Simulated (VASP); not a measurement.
## HfC: relaxation of cell and atoms with PBE

Crystal: HfC.

```
Hf C
1.0
     0.00000    2.31714    2.31714
     2.31714    0.00000    2.31714
     2.31714    2.31714    0.00000
Hf C
1 1
Cartesian
  0.0000 0.0000 0.0000
  2.3171 2.3171 2.3171
```

```
Program                : VASP 6.6.1
Task                   : relaxation of cell and atoms
Functional             : PBE
Potentials or basis    : VASP PAW PBE potentials, release 64 (Hf_pv, C)
Cutoff                 : 600 eV
k mesh                 : 20 × 20 × 20
Occupations            : gaussian, width 0.1 eV
Spin                   : no spin polarisation
Dipole correction      : no
Further INCAR settings : ALGO = Normal; EDIFF = 1e-06; IBRION = 2; EDIFFG = -0.01; NSW = 100; ISIF = 3
```

| Property | Result |
| --- | --- |
| Relaxed volume | 12.54 Å³/atom |
| Relaxed cell | a = 3.286 Å, b = 3.286 Å, c = 3.286 Å, α = 60.00°, β = 60.00°, γ = 60.00° |
| Space group after relaxing (to 0.05 Å) | Fm-3m (No. 225) |
| Energy gained by relaxing | 0.6 meV/atom |
| Ionic steps | 3 |
| Pressure after relaxing | 0.0 GPa |
| Band gap on the k mesh | zero (band 7 reaches 6.97 eV, above the bottom of band 8 at 5.55 eV) |

The path:
```tsv
step	energy change (eV)	largest force (eV/Å)	pressure (GPa)	volume (Å³)
1	0.0000	0.0000	1.93	24.88
2	0.0023	0.0000	-3.20	25.43
3	-0.0012	0.0000	0.01	25.08
```

Final structure:
```xyz
2
Lattice="0.0000 2.3233 2.3233 2.3233 0.0000 2.3233 2.3233 2.3233 0.0000" Properties=species:S:1:pos:R:3 pbc="T T T"
Hf    0.0000    0.0000    0.0000
C     2.3233    2.3233    2.3233
```

Levels at points of the mesh, in eV from the Fermi level:
```tsv
k point	band 3	band 4	band 5	band 6	band 7	band 8	band 9	band 10	band 11
(0.00, 0.00, 0.00)	-29.55	-12.31	1.01	1.01	1.01	1.40	1.40	1.40	3.41
(0.50, 0.00, 0.00)	-29.62	-8.56	-6.14	-2.98	-2.98	5.34	5.34	5.80	6.57
(0.50, 0.50, 0.00)	-29.79	-10.41	-2.58	-1.77	-0.09	-0.09	5.33	6.76	6.76
```

Wall time 4.5 min on 1 thread of Intel Xeon 8259CL (shared host), peak memory 0.25 GiB.

Caveat: spin-orbit coupling is left out, which moves the levels of the heavy elements.
